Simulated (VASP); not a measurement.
# Al12H in VASP: further runs, part 2 of 2

VASP 6.6.1.

**4. Single point, PBE, collinear spin**

Contents of INCAR:

```
ALGO = Normal ; DIPOL = 0.5 0.5 0.304
EDIFF = 1E-6 ; ENCUT = 520
GGA = PE ; IDIPOL = 3
ISIF = 2 ; ISMEAR = 0
ISPIN = 2 ; LASPH = True
LCHARG = False ; LDIPOL = True
LORBIT = 11 ; LREAL = False
LWAVE = False ; MAGMOM = 0 0 0 0 0 0 0 0 0 0 0 0 1
NBANDS = 34 ; NELM = 150
PREC = Accurate ; SIGMA = 0.1
```

Contents of KPOINTS:

```
k-points
0
Gamma
  6 6 1
```

Contents of POSCAR:

```
Al12H
1.0
    5.7135165838      0.0000000000      0.0000000000
   -2.8567582919      4.9480505065      0.0000000000
    0.0000000000      0.0000000000     21.6013781936
Al H
12 1
Direct
    0.3333333333      0.1666666667      0.1851733702
    0.3333333333      0.6666666667      0.1851733702
    0.8333333333      0.1666666667      0.1851733702
    0.8333333333      0.6666666667      0.1851733702
    0.1666666667      0.3333333333      0.2916813828
    0.1666666667      0.8333333333      0.2916813828
    0.6666666667      0.3333333333      0.2916813828
    0.6666666667      0.8333333333      0.2916813828
    0.0000000000      0.0000000000      0.3981865470
    0.0000000000      0.5000000000      0.3981865470
    0.5000000000      0.0000000000      0.3981865470
    0.5000000000      0.5000000000      0.3981865470
    0.3333333333     -0.3333333333      0.4528126912
```

Potentials or basis: VASP PAW PBE potentials, release 64 (Al, H).

On the command line:

```console
> cat potpaw_PBE.64/Al/POTCAR potpaw_PBE.64/H/POTCAR > POTCAR
> mpirun -np 1 vasp_std > vasp.out
```

OUTCAR:

```text
EDIFF = 1E-6
   ENCUT = 520
   GGA = PE
   ISIF = 2
   ISMEAR = 0
   ISPIN = 2
   LASPH = True
   LORBIT = 11
   LREAL = False
   NELM = 150
   PREC = Accurate

 ion  position               nearest neighbor table
   1  0.333  0.167  0.185-   5 2.83   6 2.83   7 2.83   4 2.86   2 2.86   2 2.86   4 2.86   3 2.86
                             3 2.86
   2  0.333  0.667  0.185-   6 2.83   5 2.83   8 2.83   3 2.86   1 2.86   1 2.86   3 2.86   4 2.86
                             4 2.86
   3  0.833  0.167  0.185-   7 2.83   8 2.83   5 2.83   4 2.86   2 2.86   4 2.86   2 2.86   1 2.86
                             1 2.86
   4  0.833  0.667  0.185-   8 2.83   7 2.83   6 2.83   3 2.86   1 2.86   3 2.86   1 2.86   2 2.86
                             2 2.86
   5  0.167  0.333  0.292-   9 2.83  12 2.83  10 2.83   1 2.83   2 2.83   3 2.83   8 2.86   6 2.86
                             6 2.86   8 2.86   7 2.86   7 2.86
   6  0.167  0.833  0.292-  10 2.83  11 2.83   9 2.83   2 2.83   1 2.83   4 2.83   7 2.86   5 2.86
                             5 2.86   7 2.86   8 2.86   8 2.86
   7  0.667  0.333  0.292-  11 2.83  10 2.83  12 2.83   3 2.83   4 2.83   1 2.83   8 2.86   6 2.86
                             8 2.86   6 2.86   5 2.86   5 2.86
   8  0.667  0.833  0.292-  12 2.83   9 2.83  11 2.83   4 2.83   3 2.83   2 2.83   7 2.86   5 2.86
                             7 2.86   5 2.86   6 2.86   6 2.86
   9  0.000  0.000  0.398-   5 2.83   8 2.83   6 2.83  10 2.86  12 2.86  10 2.86  12 2.86  11 2.86
                            11 2.86
  10  0.000  0.500  0.398-  13 2.03   6 2.83   7 2.83   5 2.83  11 2.86   9 2.86   9 2.86  11 2.86
                            12 2.86  12 2.86
  11  0.500  0.000  0.398-  13 2.03   7 2.83   6 2.83   8 2.83  12 2.86  10 2.86  12 2.86  10 2.86
                             9 2.86   9 2.86
  12  0.500  0.500  0.398-  13 2.03   8 2.83   5 2.83   7 2.83  11 2.86   9 2.86  11 2.86   9 2.86
                            10 2.86  10 2.86
  13  0.333  0.667  0.453-  11 2.03  10 2.03  12 2.03

  LATTYP: Found a hexagonal cell.
 ALAT       =     5.7135165838
 C/A-ratio  =     3.7807500647

  Lattice vectors:

 A1 = (   5.7135165838,   0.0000000000,   0.0000000000)
 A2 = (  -2.8567582919,   4.9480505065,   0.0000000000)
 A3 = (   0.0000000000,   0.0000000000,  21.6013781936)

Analysis of symmetry for initial positions (statically):
=====================================================================
 Subroutine PRICEL returns:
 Original cell was already a primitive cell.

 Routine SETGRP: Setting up the symmetry group for a
 hexagonal supercell.

 Subroutine GETGRP returns: Found  6 space group operations
 (whereof  6 operations were pure point group operations)
 out of a pool of 24 trial point group operations.

The static configuration has the point symmetry C_3v.

Analysis of symmetry for dynamics (positions and initial velocities):
=====================================================================
 Subroutine PRICEL returns:
 Original cell was already a primitive cell.

 Routine SETGRP: Setting up the symmetry group for a
 hexagonal supercell.

 Subroutine GETGRP returns: Found  6 space group operations
 (whereof  6 operations were pure point group operations)
 out of a pool of 24 trial point group operations.

The dynamic configuration has the point symmetry C_3v.

Analysis of structural, dynamic, and magnetic symmetry:
=====================================================================
 Subroutine PRICEL returns:
 Original cell was already a primitive cell.

 Routine SETGRP: Setting up the symmetry group for a
 hexagonal supercell.

[... 151 lines left out ...]

 Free energy of the ion-electron system (eV)
  ---------------------------------------------------
  ext. energy  EPLUGINS =         0.00000000
  ---------------------------------------------------
  free energy    TOTEN  =       -45.15620912 eV

  energy without entropy =      -45.13606400  energy(sigma->0) =      -45.14613656

 E-fermi :  -0.0200     XC(G=0):  -4.1644

 val. band max:       -0.1117122585   @ k =   0.1667   0.0000   0.0000
 cond. band min:      -0.0067375130   @ k =   0.1667   0.1667   0.0000
 fundamental gap:      0.1049747455
 Fermi energy:        -0.0199909805

 spin component 1

 k-point     1 :       0.0000    0.0000    0.0000
  band No.  band energies     occupation
      1     -10.6706      1.00000
      2      -9.1145      1.00000
      3      -6.7912      1.00000
      4      -5.1400      1.00000
      5      -4.7488      1.00000
      6      -4.7488      1.00000
[... 220 lines left out ...]
     29       3.2499      0.00000
     30       3.2947      0.00000
 Fermi energy:        -0.0199909805

 spin component 2

 k-point     1 :       0.0000    0.0000    0.0000
  band No.  band energies     occupation
      1     -10.6706      1.00000
      2      -9.1145      1.00000
      3      -6.7912      1.00000
      4      -5.1400      1.00000
      5      -4.7487      1.00000
      6      -4.7487      1.00000
[... 220 lines left out ...]
     29       3.2499      0.00000
     30       3.2947      0.00000
 [bands above 30 left out]

------------------------ aborting loop because EDIFF is reached ----------------------------------------

 vacuum level on the upper side and lower side of the slab       (xc-potential included)         0.010        -0.007

  FORCE on cell =-STRESS in cart. coord.  units (eV):
  Direction    XX          YY          ZZ          XY          YZ          ZX
  --------------------------------------------------------------------------------------
  -------------------------------------------------------------------------------------
  Total       -3.1569366     -3.1569366     -0.0304698      0.0000000      0.0000000      0.0000000
  in kB       -8.2824222     -8.2824222     -0.0799394      0.0000000      0.0000000      0.0000000
  external PRESSURE =      -5.5482613 kB  Pullay stress =       0.0000000 kB

 VOLUME and BASIS-vectors are now :
 -----------------------------------------------------------------------------
  energy-cutoff  :      520.00
  volume of cell :      610.69
      direct lattice vectors                 reciprocal lattice vectors
     5.713516584  0.000000000  0.000000000     0.175023558  0.101049898  0.000000000
    -2.856758292  4.948050506  0.000000000     0.000000000  0.202099796  0.000000000
     0.000000000  0.000000000 21.601378194     0.000000000  0.000000000  0.046293343

 POSITION                                       TOTAL-FORCE (eV/Angst)
 -----------------------------------------------------------------------------------
      1.42838      0.82468      4.00000        -0.080736     -0.046613     -0.120221
     -0.00000      3.29870      4.00000        -0.000000      0.000000      0.035061
      4.28514      0.82468      4.00000         0.080736     -0.046613     -0.120221
      2.85676      3.29870      4.00000        -0.000000      0.093226     -0.120221
      0.00000      1.64935      6.30072        -0.000000     -0.001396      0.155807
     -1.42838      4.12338      6.30072        -0.001209      0.000698      0.155807
      2.85676      1.64935      6.30072        -0.000000      0.000000     -0.114242
      1.42838      4.12338      6.30072         0.001209      0.000698      0.155807
      0.00000      0.00000      8.60138        -0.000000      0.000000     -0.018206
     -1.42838      2.47403      8.60138        -0.181275     -0.104659      0.193523
      2.85676      0.00000      8.60138        -0.000000      0.209318      0.193523
      1.42838      2.47403      8.60138         0.181275     -0.104659      0.193523
     -0.00000      3.29870      9.78138        -0.000000     -0.000000     -0.589938
 -----------------------------------------------------------------------------------
    total drift:                                0.000000     -0.000000     -0.000048

  FREE ENERGIE OF THE ION-ELECTRON SYSTEM (eV)
  ---------------------------------------------------
  free  energy   TOTEN  =       -45.1562091159 eV

  energy  without entropy=      -45.1360639986  energy(sigma->0) =      -45.14613656

 vacuum level on the upper side and lower side of the slab         3.968         3.950

 total charge

# of ion       s       p       d       tot
------------------------------------------
    1        0.453   0.311   0.000   0.765
    2        0.449   0.307   0.000   0.756
    3        0.453   0.311   0.000   0.765
    4        0.453   0.311   0.000   0.765
    5        0.432   0.344   0.000   0.776
    6        0.432   0.344   0.000   0.776
    7        0.437   0.349   0.000   0.786
    8        0.432   0.344   0.000   0.776
    9        0.445   0.321   0.000   0.766
   10        0.445   0.309   0.000   0.754
   11        0.445   0.309   0.000   0.754
   12        0.445   0.309   0.000   0.754
   13        0.492   0.010   0.000   0.502
--------------------------------------------------
tot          5.812   3.880   0.000   9.692

 magnetization (x)

# of ion       s       p       d       tot
------------------------------------------
    1       -0.000   0.000   0.000  -0.000
    2       -0.000   0.000   0.000  -0.000
    3       -0.000   0.000   0.000  -0.000
    4       -0.000   0.000   0.000  -0.000
    5       -0.000   0.000   0.000  -0.000
    6       -0.000   0.000   0.000  -0.000
    7       -0.000   0.000   0.000  -0.000
    8       -0.000   0.000   0.000  -0.000
    9        0.000   0.000   0.000   0.000
   10        0.000   0.000   0.000   0.000
   11        0.000   0.000   0.000   0.000
   12        0.000   0.000   0.000   0.000
   13       -0.000   0.000   0.000  -0.000
--------------------------------------------------
tot         -0.000   0.000   0.000   0.000
```

Wall time 22 min (1 thread of Intel Xeon 8259CL, shared host); peak memory 0.92 GiB.

What came out:

| Item | Value |
| --- | --- |
| Free energy | -45.1562 eV |
| Largest force | 0.590 eV/Å |
| Net moment | 0.00 μB per cell |
| Valence electrons inside the program's atomic spheres | Al 0.77, 0.76, 0.78, 0.79, 0.75 (each value once); H 0.50 |

Forces on the atoms (eV/Å):
```
Al  -0.081 -0.047 -0.120
Al   0.000  0.000  0.035
Al   0.081 -0.047 -0.120
Al   0.000  0.093 -0.120
Al   0.000 -0.001  0.156
Al  -0.001  0.001  0.156
Al   0.000  0.000 -0.114
Al   0.001  0.001  0.156
Al   0.000  0.000 -0.018
Al  -0.181 -0.105  0.194
Al   0.000  0.209  0.194
Al   0.181 -0.105  0.194
H    0.000  0.000 -0.590
```

**5. Overview**

```csv
cell,gap on the mesh (eV),moment (μB),largest force (eV/Å)
"as given, atomic positions A",none,0.00,0.96
"as given, atomic positions B",none,0.34,1.50
"as given, atomic positions C",none,0.00,0.59
```

Alike in all rows: task single point; level PBE; potentials or basis VASP PAW PBE potentials, release 64 (Al, H); spin collinear; k mesh 6 × 6 × 1; cutoff (eV) 520; smearing gaussian 0.1 eV.

Total energies depend on the potentials used, so only differences within one code and one set of settings carry meaning.
